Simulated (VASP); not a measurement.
# As (R-3m) in VASP: single point with LDA

Aim: the single point of As with LDA.

All numbers are computed with VASP 6.6.1; they aren't measurements. Logs are shortened: lines on timing, memory, paths and dates and some standing lists are left out, and cuts for length are marked.

## (1) The cell of the first run

It takes space group R-3m (No. 166, trigonal). The conventional cell has a = 3.762 Å, b = 3.762 Å, c = 10.542 Å, α = 90.00°, β = 90.00°, γ = 120.00°. Within 3.3 Å of As (site symmetry 3m) lie 6 As at 2.51 to 3.14 Å.

## (2) Single point, LDA

INCAR reads:

```
  PREC = Accurate
  ENCUT = 520
  EDIFF = 1E-6
  ISMEAR = -1
  SIGMA = 0.0272
  LREAL = False
  LASPH = True
  NELM = 100
  ALGO = Normal
  ISIF = 2
  LWAVE = False
  LCHARG = False
  NBANDS = 12
```

KPOINTS reads:

```
regular mesh
0
Gamma
  8 8 8
```

POSCAR reads:

```
As
1.0
    1.8807968987      1.0858785957      3.5140619945
   -1.8807968987      1.0858785957      3.5140619945
    0.0000000000     -2.1717571915      3.5140619945
As
2
Direct
    0.7740000000      0.7740000000      0.7740000000
    0.2260000000      0.2260000000      0.2260000000
```

Potentials or basis: VASP PAW LDA potentials, release 64 (As).

Launch:

```sh
$ cat potpaw_LDA.64/As/POTCAR > POTCAR
$ mpirun -np 1 vasp_std > vasp.out
```

OUTCAR:

```text
PREC = Accurate
   ENCUT = 520
   EDIFF = 1E-6
   ISMEAR = -1
   LREAL = False
   LASPH = True
   NELM = 100
   ISIF = 2

 ion  position               nearest neighbor table
   1  0.774  0.774  0.774-   2 2.51   2 2.51   2 2.51
   2  0.226  0.226  0.226-   1 2.51   1 2.51   1 2.51

  LATTYP: Found a trigonal (rhomboedric) cell.
 ALAT       =     4.1310000000
 COS(alpha) =     0.5854247172

  Lattice vectors:

 A1 = (   1.8807968987,   1.0858785957,   3.5140619945)
 A2 = (  -1.8807968987,   1.0858785957,   3.5140619945)
 A3 = (   0.0000000000,  -2.1717571915,   3.5140619945)

Analysis of symmetry for initial positions (statically):
=====================================================================
 Subroutine PRICEL returns:
 Original cell was already a primitive cell.

 Routine SETGRP: Setting up the symmetry group for a
 trigonal (rhombohedral) supercell.

 Subroutine GETGRP returns: Found 12 space group operations
 (whereof 12 operations were pure point group operations)
 out of a pool of 12 trial point group operations.

The static configuration has the point symmetry D_3d.

Analysis of symmetry for dynamics (positions and initial velocities):
=====================================================================
 Subroutine PRICEL returns:
 Original cell was already a primitive cell.

 Routine SETGRP: Setting up the symmetry group for a
 trigonal (rhombohedral) supercell.

 Subroutine GETGRP returns: Found 12 space group operations
 (whereof 12 operations were pure point group operations)
 out of a pool of 12 trial point group operations.

The dynamic configuration has the point symmetry D_3d.

 Subroutine INISYM returns: Found 12 space group operations
 (whereof 12 operations are pure point group operations),
 and found     1 'primitive' translations

----------------------------------------------------------------------------------------

                                     Primitive cell

  volume of cell :      43.0610

  direct lattice vectors                    reciprocal lattice vectors
     1.880796899  1.085878596  3.514061995     0.265844760  0.153485544  0.094856987
    -1.880796899  1.085878596  3.514061995    -0.265844760  0.153485544  0.094856987
     0.000000000 -2.171757191  3.514061995     0.000000000 -0.306971087  0.094856987

  length of vectors
     4.131000000  4.131000000  4.131000000     0.321292852  0.321292852  0.321292852

[... 82 lines left out ...]
   EDIFFG = 0.1E-04   stopping-criterion for IOM
   NSW    =      0    number of steps for IOM
   IBRION =     -1    ionic relax: 0-MD 1-quasi-New 2-CG
   NFREE  =      0    steps in history (QN), initial steepest desc. (CG)
   ISIF   =      2    stress and relaxation
   ISYM   =      2    0-nonsym 1-usesym 2-fastsym
   POTIM  = 0.5000    time-step for ionic-motion
   TEBEG  =    0.0;   TEEND  =   0.0 temperature during run
   PSTRESS=    0.0 pullay stress
   NELECT =      10.0000    total number of electrons
   NUPDOWN=      -1.0000    fix difference up-down
   EMIN   =  10.00;   EMAX   =-10.00  energy-range for DOS
   EFERMI =   0.00;   METHOD = LEGACY
   ISMEAR =    -1;   SIGMA  =   0.03  broadening in eV -4-tet -1-fermi 0-gaus
   EFERMI_NEDOS =   21; number of points for ismear=-14 and -15
   IALGO  =     38    algorithm
   IMIX   =      4    mixing-type and parameters
     AMIX     =   0.40;   BMIX     =  1.00
     AMIX_MAG =   1.60;   BMIX_MAG =  1.00
  volume/ion in A,a.u.               =      21.53       145.29
  Fermi-wavevector in a.u.,A,eV,Ry     =   1.006268  1.901570 13.776916  1.012575
  Thomas-Fermi vector in A             =   2.138999
   LORBIT       =      0    0 simple, 1 ext, 2 COOP (PROOUT), +10 PAW based schemes
   GGA     = CA    functional components
   LHFCALC =     F    Hartree Fock is set to
   AEXX    =    0.0000 exact exchange contribution
   IVDW    =     0    specifies the selected vdW correction
   LEPSILON=     F    determine dielectric tensor
   LRPA    =     F    only Hartree local field effects (RPA)
 non-spin polarized calculation
  energy-cutoff  :      520.00
  volume of cell :       43.06
 maximum number of plane-waves:      1170
   NGX = 15   NGY = 15   NGZ = 15

 number of electron      10.0000000 magnetization

 Free energy of the ion-electron system (eV)
  ---------------------------------------------------
  ext. energy  EPLUGINS =         0.00000000
  ---------------------------------------------------
  free energy    TOTEN  =       -10.76948363 eV

  energy without entropy =      -10.76877410  energy(sigma->0) =      -10.76912887

 E-fermi :   5.5655     XC(G=0): -10.1562

 val. band max:        5.4593427116   @ k =   0.3750   0.1250   0.1250
 cond. band min:       5.5736029691   @ k =   0.3750   0.2500   0.2500
 fundamental gap:      0.1142602575
 Fermi energy:         5.5655053365

 k-point     1 :       0.0000    0.0000    0.0000
  band No.  band energies     occupation
      1      -9.6336      2.00000
      2      -0.4193      2.00000
      3       2.9650      2.00000
      4       3.4128      2.00000
      5       3.4128      2.00000
      6       7.0010      0.00000
      7       8.3127      0.00000
      8       8.3127      0.00000
      9      12.3256      0.00000
     10      12.3256      0.00000
     11      12.8160      0.00000
     12      14.2570      0.00000
[... 331 lines left out ...]
 k-point    24 :       0.3750    0.1250    0.1250
  band No.  band energies     occupation
      1      -8.5182      2.00000
      2      -3.2576      2.00000
      3       1.2317      2.00000
      4       3.1433      2.00000
      5       5.4593      1.96044
      6       5.6292      0.17574
      7       6.9944      0.00000
      8       8.8830      0.00000
      9      11.6417      0.00000
     10      13.1774      0.00000
     11      13.8239      0.00000
     12      16.5276      0.00000

 [... further k-points ...]
[... 5 lines left out ...]
  --------------------------------------------------------------------------------------
  -------------------------------------------------------------------------------------
  Total       -0.1797002     -0.1797002     -0.3915068      0.0000000      0.0000000      0.0000000
  in kB       -6.6861372     -6.6861372    -14.5668644      0.0000000      0.0000000      0.0000000
  external PRESSURE =      -9.3130463 kB  Pullay stress =       0.0000000 kB

 VOLUME and BASIS-vectors are now :
 -----------------------------------------------------------------------------
  energy-cutoff  :      520.00
  volume of cell :       43.06
      direct lattice vectors                 reciprocal lattice vectors
     1.880796899  1.085878596  3.514061995     0.265844760  0.153485544  0.094856987
    -1.880796899  1.085878596  3.514061995    -0.265844760  0.153485544  0.094856987
     0.000000000 -2.171757191  3.514061995     0.000000000 -0.306971087  0.094856987

 POSITION                                       TOTAL-FORCE (eV/Angst)
 -----------------------------------------------------------------------------------
      0.00000     -0.00000      8.15965         0.000000      0.000000     -0.319778
      0.00000     -0.00000      2.38253         0.000000     -0.000000      0.319778
 -----------------------------------------------------------------------------------
    total drift:                                0.000000     -0.000000      0.000000

  FREE ENERGIE OF THE ION-ELECTRON SYSTEM (eV)
  ---------------------------------------------------
  free  energy   TOTEN  =       -10.7694836323 eV

  energy  without entropy=      -10.7687741014  energy(sigma->0) =      -10.76912887
```

OSZICAR:

```text
N       E                     dE             d eps       ncg     rms          rms(c)
DAV:   1     0.276097175512E+02    0.27610E+02   -0.41544E+03  1560   0.691E+02
DAV:   2    -0.917638698348E+01   -0.36786E+02   -0.35016E+02  2156   0.111E+02
DAV:   3    -0.108115430576E+02   -0.16352E+01   -0.16305E+01  1952   0.240E+01
DAV:   4    -0.108196547374E+02   -0.81117E-02   -0.81112E-02  1768   0.196E+00
DAV:   5    -0.108196763119E+02   -0.21574E-04   -0.21573E-04  1932   0.109E-01    0.362E+00
DAV:   6    -0.107861896347E+02    0.33487E-01   -0.10391E-02  1804   0.511E-01    0.214E+00
DAV:   7    -0.107695459473E+02    0.16644E-01   -0.19515E-02  1772   0.716E-01    0.774E-02
DAV:   8    -0.107694796156E+02    0.66332E-04   -0.70059E-04  1804   0.156E-01    0.234E-02
DAV:   9    -0.107694831551E+02   -0.35394E-05   -0.37613E-05  1920   0.352E-02    0.120E-02
DAV:  10    -0.107694836323E+02   -0.47726E-06   -0.12181E-06  1300   0.647E-03
   1 F= -.10769484E+02 E0= -.10769129E+02  d E =-.709531E-03
```

It took 32 s on 1 thread of Intel Xeon 8259CL, shared host; peak memory 0.16 GiB.

What came out:

```yaml
Free_energy: -10.7695 eV
Pressure: -0.9 GPa
Largest_force: 0.320 eV/Å
Band_gap_on_the_k_mesh: zero (band 5 reaches 5.57 eV, above the bottom of band 6 at 5.06 eV)
```

Forces in eV/Å, atoms in the order of the input:
```
As   0.000  0.000 -0.320
As   0.000  0.000  0.320
```
